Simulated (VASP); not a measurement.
# Ni (I4/mmm) in VASP: further runs, part 2 of 2

VASP 6.6.1.

### Step 3. Single point, RPBE, collinear spin, ferromagnetic start (12.49 Å³/atom)

This run uses another cell than the first one, of 12.49 Å³/atom.

Input file INCAR:

```
ALGO = Normal ; EDIFF = 1E-6
ENCUT = 520 ; GGA = RP
ISIF = 2 ; ISMEAR = -1
ISPIN = 2 ; LASPH = T
LCHARG = T ; LELF = T
LMAXMIX = 4 ; LORBIT = 11
LREAL = F ; LVHAR = T
LWAVE = F ; MAGMOM = 0.691 0.691
NBANDS = 21 ; NELM = 150
PREC = Accurate ; SIGMA = 0.05
```

Input file KPOINTS:

```
k-points
0
Gamma
  20 20 15
```

Input file POSCAR:

```
Ni
1.0
    2.6051073162      0.0000000000      0.0000000000
    0.0000000000      2.6051073162      0.0000000000
    0.0000000000      0.0000000000      3.6803708084
Ni
2
Direct
    0.0000000000      0.0000000000      0.0000000000
    0.5000000000      0.5000000000      0.5000000000
```

Potentials or basis: VASP PAW PBE potentials, release 64 (Ni).

The run is started by

```console
cat potpaw_PBE.64/Ni/POTCAR > POTCAR
mpirun -np 1 vasp_std > vasp.out
```

OUTCAR:

```text
EDIFF = 1E-6
   ENCUT = 520
   GGA = RP
   ISIF = 2
   ISMEAR = -1
   ISPIN = 2
   LASPH = T
   LORBIT = 11
   LREAL = F
   NELM = 150
   PREC = Accurate

 ion  position               nearest neighbor table
   1  0.000  0.000  0.000-   2 2.60   2 2.60   2 2.60   2 2.60   2 2.60   2 2.60   2 2.60   2 2.60

   2  0.500  0.500  0.500-   1 2.60   1 2.60   1 2.60   1 2.60   1 2.60   1 2.60   1 2.60   1 2.60

  LATTYP: Found a simple tetragonal cell.
 ALAT       =     2.6051073162
 C/A-ratio  =     1.4127520911

  Lattice vectors:

 A1 = (   2.6051073162,   0.0000000000,   0.0000000000)
 A2 = (   0.0000000000,   2.6051073162,   0.0000000000)
 A3 = (   0.0000000000,   0.0000000000,   3.6803708084)

Analysis of symmetry for initial positions (statically):
=====================================================================
 Subroutine PRICEL returns following result:

  LATTYP: Found a body centered tetragonal cell.
 ALAT       =     2.6051073162
 C/A-ratio  =     1.4127520911
[... 12 lines left out ...]
 Subroutine GETGRP returns: Found 16 space group operations
 (whereof 16 operations were pure point group operations)
 out of a pool of 16 trial point group operations.

The static configuration has the point symmetry D_4h.

Analysis of symmetry for dynamics (positions and initial velocities):
=====================================================================
 Subroutine PRICEL returns following result:

  LATTYP: Found a body centered tetragonal cell.
 ALAT       =     2.6051073162
 C/A-ratio  =     1.4127520911
[... 12 lines left out ...]
 Subroutine GETGRP returns: Found 16 space group operations
 (whereof 16 operations were pure point group operations)
 out of a pool of 16 trial point group operations.

The dynamic configuration has the point symmetry D_4h.

Analysis of structural, dynamic, and magnetic symmetry:
=====================================================================
 Subroutine PRICEL returns following result:

  LATTYP: Found a body centered tetragonal cell.
 ALAT       =     2.6051073162
 C/A-ratio  =     1.4127520911
[... 12 lines left out ...]
 Subroutine GETGRP returns: Found 16 space group operations
 (whereof 16 operations were pure point group operations)
 out of a pool of 16 trial point group operations.

The overall configuration has the point symmetry D_4h.

 Subroutine INISYM returns: Found 16 space group operations
 (whereof 16 operations are pure point group operations),
 and found     2 'primitive' translations

----------------------------------------------------------------------------------------

                                     Primitive cell

  volume of cell :      12.4886

  direct lattice vectors                    reciprocal lattice vectors
    -1.302553658 -1.302553658 -1.840185404     0.000000000 -0.383861346 -0.271711752
     1.302553658  1.302553658 -1.840185404     0.383861346  0.000000000 -0.271711752
     1.302553658 -1.302553658  1.840185404     0.383861346 -0.383861346  0.000000000

  length of vectors
     2.603761584  2.603761584  2.603761584     0.470294385  0.470294385  0.542861921

  position of ions in fractional coordinates (direct lattice)
     0.000000000  0.000000000  0.000000000

  ion indices of the primitive-cell ions
   primitive index   ion index
                 1           1

[... 65 lines left out ...]
   ISPIN  =      2    spin polarized calculation?
   LNONCOLLINEAR =      F non collinear calculations
   LSORBIT =      F    spin-orbit coupling
   LASPH  =      T    aspherical Exc in radial PAW
   ENCUT  =  520.0 eV  38.22 Ry    6.18 a.u.   4.84  4.84  6.84*2*pi/ulx,y,z
   NELM   =    150;   NELMIN=  2; NELMDL= -5     # of ELM steps
   EDIFF  = 0.1E-05   stopping-criterion for ELM
   LREAL  =      F    real-space projection
   EDIFFG = 0.1E-04   stopping-criterion for IOM
   NSW    =      0    number of steps for IOM
   IBRION =     -1    ionic relax: 0-MD 1-quasi-New 2-CG
   NFREE  =      0    steps in history (QN), initial steepest desc. (CG)
   ISIF   =      2    stress and relaxation
   ISYM   =      2    0-nonsym 1-usesym 2-fastsym
   POTIM  = 0.5000    time-step for ionic-motion
   TEBEG  =    0.0;   TEEND  =   0.0 temperature during run
   PSTRESS=    0.0 pullay stress
   NELECT =      20.0000    total number of electrons
   NUPDOWN=      -1.0000    fix difference up-down
   EMIN   =  10.00;   EMAX   =-10.00  energy-range for DOS
   EFERMI =   0.00;   METHOD = LEGACY
   ISMEAR =    -1;   SIGMA  =   0.05  broadening in eV -4-tet -1-fermi 0-gaus
   EFERMI_NEDOS =   21; number of points for ismear=-14 and -15
   IALGO  =     38    algorithm
   IMIX   =      4    mixing-type and parameters
     AMIX     =   0.40;   BMIX     =  1.00
     AMIX_MAG =   1.60;   BMIX_MAG =  1.00
  volume/ion in A,a.u.               =      12.49        84.28
  Fermi-wavevector in a.u.,A,eV,Ry     =   1.520211  2.872782 31.443631  2.311042
  Thomas-Fermi vector in A             =   2.629092
   LORBIT       =     11    0 simple, 1 ext, 2 COOP (PROOUT), +10 PAW based schemes
   GGA     = RP    functional components
   LHFCALC =     F    Hartree Fock is set to
   AEXX    =    0.0000 exact exchange contribution
   IVDW    =     0    specifies the selected vdW correction
   LEPSILON=     F    determine dielectric tensor
   LRPA    =     F    only Hartree local field effects (RPA)
 spin polarized calculation
  energy-cutoff  :      520.00
  volume of cell :       24.98
 maximum number of plane-waves:       688
 NGX is ok and might be reduce to    20
   NGX =  9   NGY =  9   NGZ = 13

 number of electron      20.0000007 magnetization       1.3370379

 Free energy of the ion-electron system (eV)
  ---------------------------------------------------
  ext. energy  EPLUGINS =         0.00000000
  ---------------------------------------------------
  free energy    TOTEN  =        -9.79425167 eV

  energy without entropy =       -9.76146221  energy(sigma->0) =       -9.77785694

 E-fermi :   7.7335     XC(G=0): -12.3344

 val. band max:        7.7324884237   @ k =   0.4000   0.2500   0.3333
 cond. band min:       7.7341194385   @ k =   0.4000   0.1500   0.2000
 fundamental gap:      0.0016310148
 Fermi energy:         7.7335213059

 spin component 1

 k-point     1 :       0.0000    0.0000    0.0000
  band No.  band energies     occupation
      1      -0.3513      1.00000
      2       3.8076      1.00000
      3       4.1438      1.00000
      4       5.5549      1.00000
      5       5.5549      1.00000
      6       5.5622      1.00000
[... 565 lines left out ...]
     20      31.3074      0.00000
     21      34.5442      0.00000

 [... further k-points ...]

 spin component 2

 k-point     1 :       0.0000    0.0000    0.0000
  band No.  band energies     occupation
      1      -0.4340      1.00000
      2       4.1762      1.00000
      3       4.8311      1.00000
      4       6.3916      1.00000
      5       6.3916      1.00000
      6       6.3947      1.00000
[... 565 lines left out ...]
     20      31.2136      0.00000
     21      34.5957      0.00000

 [... further k-points ...]

------------------------ aborting loop because EDIFF is reached ----------------------------------------

  FORCE on cell =-STRESS in cart. coord.  units (eV):
  Direction    XX          YY          ZZ          XY          YZ          ZX
  --------------------------------------------------------------------------------------
  -------------------------------------------------------------------------------------
  Total       -2.2560976     -2.2560976     -2.2344896      0.0000000      0.0000000      0.0000000
  in kB     -144.7190348   -144.7190348   -143.3329695      0.0000000      0.0000000      0.0000000
  external PRESSURE =    -144.2570130 kB  Pullay stress =       0.0000000 kB

 VOLUME and BASIS-vectors are now :
 -----------------------------------------------------------------------------
  energy-cutoff  :      520.00
  volume of cell :       24.98
      direct lattice vectors                 reciprocal lattice vectors
     2.605107316  0.000000000  0.000000000     0.383861346  0.000000000  0.000000000
     0.000000000  2.605107316  0.000000000     0.000000000  0.383861346  0.000000000
     0.000000000  0.000000000  3.680370808     0.000000000  0.000000000  0.271711752

 POSITION                                       TOTAL-FORCE (eV/Angst)
 -----------------------------------------------------------------------------------
      0.00000      0.00000      0.00000         0.000000      0.000000      0.000000
      1.30255      1.30255      1.84019        -0.000000      0.000000     -0.000000
 -----------------------------------------------------------------------------------
    total drift:                               -0.000000      0.000000      0.000000

  FREE ENERGIE OF THE ION-ELECTRON SYSTEM (eV)
  ---------------------------------------------------
  free  energy   TOTEN  =        -9.7942516740 eV

  energy  without entropy=       -9.7614622099  energy(sigma->0) =       -9.77785694

 total charge

# of ion       s       p       d       tot
------------------------------------------
    1        0.442   0.387   8.260   9.090
    2        0.442   0.387   8.260   9.090
--------------------------------------------------
tot          0.885   0.775  16.521  18.180

 magnetization (x)

# of ion       s       p       d       tot
------------------------------------------
    1       -0.007  -0.026   0.730   0.697
    2       -0.007  -0.026   0.730   0.697
--------------------------------------------------
tot         -0.015  -0.052   1.460   1.393
```

stdout:

```text
POSCAR found type information on POSCAR Ni
 POSCAR found :  1 types and       2 ions
 scaLAPACK will be used
 -----------------------------------------------------------------------------
|                                                                             |
|                                                                             |
|     You enforced a specific xc type in the INCAR file but a different       |
|     I HOPE YOU KNOW WHAT YOU ARE DOING!                                     |
|                                                                             |
 -----------------------------------------------------------------------------

 LDA part: xc-table for (Slater+PW92), standard interpolation
 POSCAR, INCAR and KPOINTS ok, starting setup
 FFT: planning ... GRIDC
 FFT: planning ... GRID_SOFT
 FFT: planning ... GRID
 WAVECAR not read
 entering main loop
```

It took 3.4 min on 1 thread of AMD EPYC 9R45 (Zen 5), shared host; peak memory 0.41 GiB.

What came out:

| Quantity | Value |
| --- | --- |
| Free energy | -9.7943 eV |
| Pressure | -14.4 GPa |
| Net moment | 1.34 μB per cell |
| Site moments | Ni +0.70 μB |
| Valence electrons inside the program's atomic spheres | Ni 9.09 |

Stress tensor (GPa, compression positive):
```
-14.47   0.00   0.00
  0.00 -14.47   0.00
  0.00   0.00 -14.33
```

Caveat: the cell stands under tension; the PAW data sets were made with another functional, which shifts forces and pressure a little.
